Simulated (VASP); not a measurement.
Wanted: the native input for a VASP 6.6.1 run.

```
Task                   : relaxation of cell and atoms
Functional             : PBE
Potentials or basis    : VASP PAW PBE potentials, release 64 (K_sv, Cl)
Cutoff                 : 500 eV
k mesh                 : 6 × 6 × 6
Occupations            : fermi-dirac, width 0.1 eV
Spin                   : no spin polarisation
Target pressure        : 10 GPa
Dipole correction      : no
Further INCAR settings : ALGO = Normal; EDIFF = 1e-07; IBRION = 2; EDIFFG = -0.01; NSW = 60; ISIF = 3
```

The structure of KCl lies in POSCAR:

```
KCl
1.0
    4.4497810000      0.0000000000      0.0000000000
    2.2248905000      3.8536233873      0.0000000000
    2.2248905000      1.2845411291      3.6332309724
K Cl
1 1
Direct
    0.0000000000      0.0000000000      0.0000000000
    0.5000000000      0.5000000000      0.5000000000
```

One way to write it, as run:

INCAR

```
SYSTEM = KCl
  ALGO = Normal
  EDIFF = 1E-7
  EDIFFG = -0.01
  ENCUT = 500
  GGA = PE
  GGA_COMPAT = .False.
  IBRION = 2
  ISIF = 3
  ISMEAR = -1
  LASPH = .True.
  LCHARG = .False.
  LREAL = .False.
  LWAVE = .False.
  NELM = 120
  NELMIN = 4
  NSW = 60
  PREC = Accurate
  PSTRESS = 100.0
  SIGMA = 0.1
```

KPOINTS

```
k-points
0
Gamma
  6 6 6
  0 0 0
```

Potentials or basis: VASP PAW PBE potentials, release 64 (K_sv, Cl).

Command:

```bash
$ cat potpaw_PBE.64/K_sv/POTCAR potpaw_PBE.64/Cl/POTCAR > POTCAR
$ mpirun -np 1 vasp_std > vasp.out
```

Results of the run:

```yaml
Relaxed_volume: 24.17 Å³/atom
Relaxed_cell: a = 4.089 Å, b = 4.089 Å, c = 4.089 Å, α = 60.00°, β = 60.00°, γ = 60.00°
Space_group_after_relaxing_to_0.1_Å: Fm-3m (No. 225)
Energy_change_on_relaxing_the_run_minimises_the_enthalpy: +192.3 meV/atom
Ionic_steps: 3
Pressure_after_relaxing: 10.0 GPa
Band_gap_on_the_k_mesh: 6.15 eV (least direct gap 6.20 eV)
```

Caveat: the cell is relaxed towards a set pressure, so the run minimises the enthalpy, not the energy; the volume moved by over 15 % at a fixed basis, so the end points are rough.

It took 25 s on 1 thread of Intel Xeon 8259CL, with other jobs on the host, peak memory 0.18 GiB.
